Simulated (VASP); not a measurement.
# Co in VASP: further runs

Aim: see how the results for Co move with the level of theory and the settings. Levels: PBE, RPBE+D3(BJ), revPBE+D3(BJ), RPBE+D4, PBE+D4. Tasks: single point.

Everything below comes from runs of VASP 6.6.1. Logs are shortened: lines on timing, memory, paths and dates and some standing lists are left out, and cuts for length are marked.

**1. The cell of the first run**

The typed cell holds 4 atoms: a = 2.471 Å, b = 2.471 Å, c = 8.088 Å, α = 90.00°, β = 90.00°, γ = 120.00°.

**2. Single point, PBE, collinear spin, ferromagnetic start**

INCAR reads:

```
SYSTEM = Co
PREC = Accurate
ENCUT = 520
EDIFF = 1E-7
ISMEAR = 1
SIGMA = 0.05
LREAL = .FALSE.
LASPH = .TRUE.
NELM = 150
ALGO = Fast
ISIF = 2
LWAVE = .FALSE.
LCHARG = .TRUE.
ISPIN = 2
MAGMOM = 2 2 2 2
LORBIT = 11
LMAXMIX = 4
GGA = PE
LELF = .TRUE.
LVHAR = .TRUE.
NBANDS = 30
```

KPOINTS reads:

```
regular mesh
0
G
  9 9 3
  0 0 0
```

POSCAR reads:

```
Co
1.0
    2.4705617809      0.0000000000      0.0000000000
   -1.2352808905      2.1395692639      0.0000000000
    0.0000000000      0.0000000000      8.0882338000
Co
4
Direct
    0.6662920000      0.3267340000      0.7428740000
   -0.0105800000      0.0020010000      0.4962430000
    0.3475060000      0.6953560000      0.2541610000
    0.0164810000     -0.0018140000     -0.0066470000
```

Potentials or basis: VASP PAW PBE potentials, release 64 (Co).

Started as:

```bash
> cat potpaw_PBE.64/Co/POTCAR > POTCAR
> mpirun -np 1 vasp_std > vasp.out
```

OUTCAR:

```text
SYSTEM = Co
   PREC = Accurate
   ENCUT = 520
   EDIFF = 1E-7
   ISMEAR = 1
   LREAL = .FALSE.
   LASPH = .TRUE.
   NELM = 150
   ISIF = 2
   ISPIN = 2
   LORBIT = 11
   GGA = PE

 ion  position               nearest neighbor table
   1  0.666  0.327  0.743-   2 2.43   4 2.46   2 2.46   2 2.47   4 2.48   4 2.49
   2  0.989  0.002  0.496-   3 2.39   3 2.42   1 2.43   3 2.46   1 2.46   1 2.47
   3  0.348  0.695  0.254-   2 2.39   2 2.42   2 2.46   4 2.51   4 2.55   4 2.58
   4  0.016  0.998  0.993-   1 2.46   1 2.48   1 2.49   3 2.51   3 2.55   3 2.58

  LATTYP: Found a hexagonal cell.
 ALAT       =     2.4705617809
 C/A-ratio  =     3.2738439745

  Lattice vectors:

 A1 = (   2.4705617809,   0.0000000000,   0.0000000000)
 A2 = (  -1.2352808905,   2.1395692639,   0.0000000000)
 A3 = (   0.0000000000,   0.0000000000,   8.0882338000)

Analysis of symmetry for initial positions (statically):
=====================================================================
 Subroutine PRICEL returns:
 Original cell was already a primitive cell.

 Routine SETGRP: Setting up the symmetry group for a
 hexagonal supercell.

 Subroutine GETGRP returns: Found  1 space group operations
 (whereof  1 operations were pure point group operations)
 out of a pool of 24 trial point group operations.

The static configuration has the point symmetry C_1 .

Analysis of symmetry for dynamics (positions and initial velocities):
=====================================================================
 Subroutine PRICEL returns:
 Original cell was already a primitive cell.

 Routine SETGRP: Setting up the symmetry group for a
 hexagonal supercell.

 Subroutine GETGRP returns: Found  1 space group operations
 (whereof  1 operations were pure point group operations)
 out of a pool of 24 trial point group operations.

The dynamic configuration has the point symmetry C_1 .

Analysis of structural, dynamic, and magnetic symmetry:
=====================================================================
 Subroutine PRICEL returns:
 Original cell was already a primitive cell.

 Routine SETGRP: Setting up the symmetry group for a
 hexagonal supercell.

 Subroutine GETGRP returns: Found  1 space group operations
 (whereof  1 operations were pure point group operations)
 out of a pool of 24 trial point group operations.

The overall configuration has the point symmetry C_1 .

 Subroutine INISYM returns: Found  1 space group operations
 (whereof  1 operations are pure point group operations),
 and found     1 'primitive' translations

[... 127 lines left out ...]
   LEPSILON=     F    determine dielectric tensor
   LRPA    =     F    only Hartree local field effects (RPA)
 spin polarized calculation
 RMM-DIIS sequential band-by-band and
 Methfessel and Paxton  Order N= 1 SIGMA  =   0.05
  energy-cutoff  :      520.00
  volume of cell :       42.75
 maximum number of plane-waves:      1171
   NGX =  9   NGY =  9   NGZ = 31

 number of electron      36.0000004 magnetization       6.2362578

 Free energy of the ion-electron system (eV)
  ---------------------------------------------------
  ext. energy  EPLUGINS =         0.00000000
  ---------------------------------------------------
  free energy    TOTEN  =       -28.06610876 eV

  energy without entropy =      -28.06661828  energy(sigma->0) =      -28.06627860

 E-fermi :  10.5406     XC(G=0): -13.4895

 val. band max:       10.5400564310   @ k =  -0.3333   0.2222   0.0000
 cond. band min:      10.5438183738   @ k =  -0.4444   0.2222   0.0000
 fundamental gap:      0.0037619428
 Fermi energy:        10.5406174459

 spin component 1

 k-point     1 :       0.0000    0.0000    0.0000
  band No.  band energies     occupation
      1       1.4661      1.00000
      2       3.6593      1.00000
      3       3.7512      1.00000
      4       5.2899      1.00000
      5       7.4314      1.00000
      6       7.5863      1.00000
[... 781 lines left out ...]
     29      23.7511      0.00000
     30      25.6983      0.00000

 [... further k-points ...]

 spin component 2

 k-point     1 :       0.0000    0.0000    0.0000
  band No.  band energies     occupation
      1       1.4693      1.00000
      2       3.7257      1.00000
      3       3.8243      1.00000
      4       6.1561      1.00000
      5       8.6992      1.00000
      6       8.8881      1.00000
[... 781 lines left out ...]
     29      24.0624      0.00000
     30      26.0558      0.00000

 [... further k-points ...]

------------------------ aborting loop because EDIFF is reached ----------------------------------------

  FORCE on cell =-STRESS in cart. coord.  units (eV):
  Direction    XX          YY          ZZ          XY          YZ          ZX
  --------------------------------------------------------------------------------------
  -------------------------------------------------------------------------------------
  Total        0.9902027      0.4793039      0.7284619      0.0025381      0.0541762     -0.0040433
  in kB       37.1072641     17.9616319     27.2986824      0.0951135      2.0302224     -0.1515202
  external PRESSURE =      27.4558595 kB  Pullay stress =       0.0000000 kB

 VOLUME and BASIS-vectors are now :
 -----------------------------------------------------------------------------
  energy-cutoff  :      520.00
  volume of cell :       42.75
      direct lattice vectors                 reciprocal lattice vectors
     2.470561781  0.000000000  0.000000000     0.404766239  0.233691897  0.000000000
    -1.235280890  2.139569264  0.000000000     0.000000000  0.467383794  0.000000000
     0.000000000  0.000000000  8.088233800     0.000000000  0.000000000  0.123636386

 POSITION                                       TOTAL-FORCE (eV/Angst)
 -----------------------------------------------------------------------------------
      1.24251      0.69907      6.00854         0.004537      0.046777      0.391811
      2.44195      0.00428      4.01373         0.100064      0.046411      0.090080
     -0.00042      1.48776      2.05571        -0.003488     -0.127264     -0.719005
     -1.19232      2.13569      8.03447        -0.101112      0.034075      0.237114
 -----------------------------------------------------------------------------------
    total drift:                               -0.000073     -0.000012     -0.000042

  FREE ENERGIE OF THE ION-ELECTRON SYSTEM (eV)
  ---------------------------------------------------
  free  energy   TOTEN  =       -28.0661087580 eV

  energy  without entropy=      -28.0666182803  energy(sigma->0) =      -28.06627860

 total charge

# of ion       s       p       d       tot
------------------------------------------
    1        0.496   0.539   7.278   8.313
    2        0.505   0.552   7.297   8.354
    3        0.493   0.531   7.271   8.295
    4        0.487   0.512   7.267   8.265
--------------------------------------------------
tot          1.981   2.134  29.112  33.227

 magnetization (x)

# of ion       s       p       d       tot
------------------------------------------
    1       -0.015  -0.051   1.645   1.578
    2       -0.015  -0.051   1.608   1.542
    3       -0.015  -0.051   1.663   1.597
    4       -0.015  -0.049   1.646   1.582
--------------------------------------------------
tot         -0.060  -0.203   6.562   6.299
```

OSZICAR:

```text
N       E                     dE             d eps       ncg     rms          rms(c)
DAV:   1     0.240528469071E+03    0.24053E+03   -0.15550E+04 14784   0.163E+03
DAV:   2    -0.169195832193E+02   -0.25745E+03   -0.23982E+03 14646   0.311E+02
DAV:   3    -0.318795842136E+02   -0.14960E+02   -0.14082E+02 16176   0.101E+02
[... 14 lines left out ...]
RMM:  18    -0.280661050647E+02   -0.51464E-05   -0.35811E-05 21510   0.319E-02    0.228E-02
RMM:  19    -0.280661080633E+02   -0.29985E-05   -0.74800E-06 21025   0.165E-02    0.154E-02
RMM:  20    -0.280661084177E+02   -0.35440E-06   -0.24842E-06 20979   0.773E-03    0.624E-03
RMM:  21    -0.280661087223E+02   -0.30465E-06   -0.43555E-07 14370   0.398E-03    0.206E-03
RMM:  22    -0.280661087580E+02   -0.35657E-07   -0.11783E-07  8872   0.239E-03
   1 F= -.28066109E+02 E0= -.28066279E+02  d E =0.509522E-03  mag=     6.2361
```

Run time: 3.4 min. Hardware: 1 thread of AMD EPYC 9R45 (Zen 5), shared host; peak memory 0.28 GiB.

What came out:

| Item | Value |
| --- | --- |
| Free energy | -28.0661 eV |
| Pressure | 2.7 GPa |
| Largest force | 0.730 eV/Å |
| Net moment | 6.24 μB per cell |
| Site moments | Co +1.58, +1.54, +1.60 (each value once) μB |
| Valence electrons inside the program's atomic spheres | Co 8.31, 8.35, 8.29, 8.27 |

Forces on the atoms (eV/Å):
```
Co   0.005  0.047  0.392
Co   0.100  0.046  0.090
Co  -0.003 -0.127 -0.719
Co  -0.101  0.034  0.237
```

Levels at points of the mesh, in eV from the Fermi level:
Spin up:
```
           k point  band 17  band 18  band 19  band 20  band 21  band 22  band 23  band 24
(0.00, 0.00, 0.00)    -1.76    -1.51    -1.47    -1.17    -1.14    -0.81    -0.71    -0.28
```
Spin down:
```csv
k point,band 11,band 12,band 13,band 14,band 15,band 16,band 17,band 18
"(0.00, 0.00, 0.00)",-1.14,-0.91,-0.90,-0.85,-0.84,-0.31,-0.02,0.09
```

**3. Single point, RPBE+D3(BJ), collinear spin, ferromagnetic start**

This run uses another cell than the first one, of 9.76 Å³/atom.

INCAR reads:

```
SYSTEM = Co
PREC = Accurate
ENCUT = 520
EDIFF = 1E-6
ISMEAR = -1
SIGMA = 0.05
LREAL = .False.
LASPH = .True.
NELM = 150
ALGO = Normal
ISIF = 2
LWAVE = .False.
LCHARG = .False.
ISPIN = 2
MAGMOM = 2 2 2 2
LORBIT = 11
LMAXMIX = 4
GGA = RP
IVDW = 12
NBANDS = 30
```

KPOINTS reads:

```
Automatic mesh
0
Gamma
  12 12 4
  0 0 0
```

POSCAR reads:

```
Co
1.0
    2.4045654219      0.0000000000      0.0000000000
   -1.2022827110      2.0824147404      0.0000000000
    0.0000000000      0.0000000000      7.7972831957
Co
4
Direct
    0.6666666667      0.3333333333      0.7500000000
    0.0000000000      0.0000000000      0.5000000000
    0.3333333333      0.6666666667      0.2500000000
    0.0000000000      0.0000000000      0.0000000000
```

Potentials or basis: VASP PAW PBE potentials, release 64 (Co).

Started as:

```bash
> cat potpaw_PBE.64/Co/POTCAR > POTCAR
> mpirun -np 1 vasp_std > vasp.out
```

It took 93 s on 1 thread of Intel Xeon Platinum 8559C (Emerald Rapids), shared host; peak memory 0.23 GiB.

Results (log left out):

- Free energy: -34.8691 eV
- Pressure: -1.4 GPa
- Net moment: 6.18 μB per cell
- Site moments: Co +1.55, +1.53 (each value once) μB
- Valence electrons inside the program's atomic spheres: Co 8.50, 8.51 (each value once)
- Dispersion energy per atom: -2.342 eV

Stress tensor (GPa, compression positive):
```
-1.40  0.00  0.00
 0.00 -1.40  0.00
 0.00  0.00 -1.30
```

Levels at points of the mesh, in eV from the Fermi level:
Spin up:
| k point | band 17 | band 18 | band 19 | band 20 | band 21 | band 22 | band 23 | band 24 | band 25 | band 26 |
| --- | --- | --- | --- | --- | --- | --- | --- | --- | --- | --- |
| (0.00, 0.00, 0.00) | -1.86 | -1.49 | -1.49 | -1.11 | -1.11 | -0.65 | -0.65 | -0.22 | 7.27 | 16.16 |
| (0.50, 0.00, 0.00) | -0.51 | -0.41 | -0.37 | -0.35 | 0.29 | 1.50 | 2.87 | 3.54 | 7.90 | 7.92 |
| (0.00, 0.00, 0.50) | -1.65 | -1.65 | -1.65 | -1.65 | -0.85 | -0.85 | -0.85 | -0.85 | 10.38 | 10.38 |
| (0.50, 0.00, 0.50) | -0.56 | -0.56 | -0.41 | -0.41 | 1.48 | 1.48 | 3.18 | 3.18 | 8.23 | 8.23 |
Spin down:
```tsv
k point	band 11	band 12	band 13	band 14	band 15	band 16	band 17	band 18
(0.00, 0.00, 0.00)	-1.29	-1.03	-1.03	-0.97	-0.97	-0.29	-0.02	-0.02
(0.50, 0.00, 0.00)	-0.93	-0.19	-0.15	0.51	1.28	1.32	1.35	1.35
(0.00, 0.00, 0.50)	-1.27	-1.27	-1.15	-1.15	-1.15	-1.15	0.20	0.20
(0.50, 0.00, 0.50)	-1.00	-1.00	-0.29	-0.29	0.88	0.88	1.30	1.30
```

Caveat: the PAW data sets were made with another functional, which shifts forces and pressure a little.

**4. Single point, revPBE+D3(BJ), collinear spin, ferromagnetic start**

This run uses another cell than the first one, of 10.51 Å³/atom.

INCAR reads:

```
PREC     = Accurate       # precision mode
ENCUT    = 520            # plane-wave cutoff, eV
EDIFF    = 1E-6           # SCF threshold, eV
ISMEAR   = -1             # smearing method
SIGMA    = 0.05           # smearing width, eV
LREAL    = F              # projectors in reciprocal space
LASPH    = T              # aspherical terms in the spheres
NELM     = 150            # most SCF steps
ALGO     = Normal         # electronic algorithm
ISIF     = 2              # what is computed and relaxed
LWAVE    = F              # write WAVECAR
LCHARG   = T              # write CHGCAR
ISPIN    = 2              # spin polarisation
MAGMOM   = 2 2 2 2        # initial moments
LORBIT   = 11             # projections on sites
LMAXMIX  = 4              # l up to which the mixer works
GGA      = RE             # functional
IVDW     = 12             # dispersion correction
LELF     = T              # ELF
LVHAR    = T            
NBANDS   = 30             # bands
```

KPOINTS reads:

```
regular mesh
0
Gamma
  12 12 4
```

POSCAR reads:

```
Co
1.0
    2.4667647069      0.0000000000      0.0000000000
   -1.2333823535      2.1362809013      0.0000000000
    0.0000000000      0.0000000000      7.9792801831
Co
4
Direct
    0.6666666667      0.3333333333      0.7500000000
    0.0000000000      0.0000000000      0.5000000000
    0.3333333333      0.6666666667      0.2500000000
    0.0000000000      0.0000000000      0.0000000000
```

Started as:

```bash
> cat potpaw_PBE.64/Co/POTCAR > POTCAR
> mpirun -np 1 vasp_std > vasp.out
```

Wall time 92 s (1 thread of Intel Xeon Platinum 8559C (Emerald Rapids), shared host); peak memory 0.23 GiB.

Results (log left out):

```yaml
Free_energy: -29.7194 eV
Pressure: -1.0 GPa
Net_moment: 6.55 μB per cell
Site_moments: Co +1.66, +1.64 (each value once) μB
Valence_electrons_inside_the_program's_atomic_spheres: Co 8.33, 8.34 (each value once)
Dispersion_energy_per_atom: -0.827 eV
```

Levels at points of the mesh, in eV from the Fermi level:
Spin up:
| k point | band 18 | band 19 | band 20 | band 21 | band 22 | band 23 | band 24 | band 25 | band 26 | band 27 |
| --- | --- | --- | --- | --- | --- | --- | --- | --- | --- | --- |
| (0.00, 0.00, 0.00) | -1.55 | -1.55 | -1.21 | -1.21 | -0.79 | -0.79 | -0.16 | 6.58 | 15.32 | 15.33 |
| (0.50, 0.00, 0.00) | -0.59 | -0.55 | -0.53 | 0.25 | 1.40 | 2.53 | 3.17 | 7.17 | 7.19 | 10.66 |
| (0.00, 0.00, 0.50) | -1.70 | -1.70 | -1.70 | -0.98 | -0.98 | -0.98 | -0.98 | 9.65 | 9.65 | 21.44 |
| (0.50, 0.00, 0.50) | -0.73 | -0.59 | -0.59 | 1.26 | 1.26 | 2.86 | 2.86 | 7.54 | 7.54 | 9.53 |
Spin down:
| k point | band 12 | band 13 | band 14 | band 15 | band 16 | band 17 |
| --- | --- | --- | --- | --- | --- | --- |
| (0.00, 0.00, 0.00) | -0.86 | -0.86 | -0.82 | -0.82 | -0.24 | 0.04 |
| (0.50, 0.00, 0.00) | -0.13 | -0.08 | 0.48 | 1.21 | 1.25 | 1.27 |
| (0.00, 0.00, 0.50) | -1.08 | -0.98 | -0.98 | -0.98 | -0.98 | 0.24 |
| (0.50, 0.00, 0.50) | -0.88 | -0.24 | -0.24 | 0.85 | 0.85 | 1.22 |

Caveat: the PAW data sets were made with another functional, which shifts forces and pressure a little.

(Part 1 of 2 ends here.)
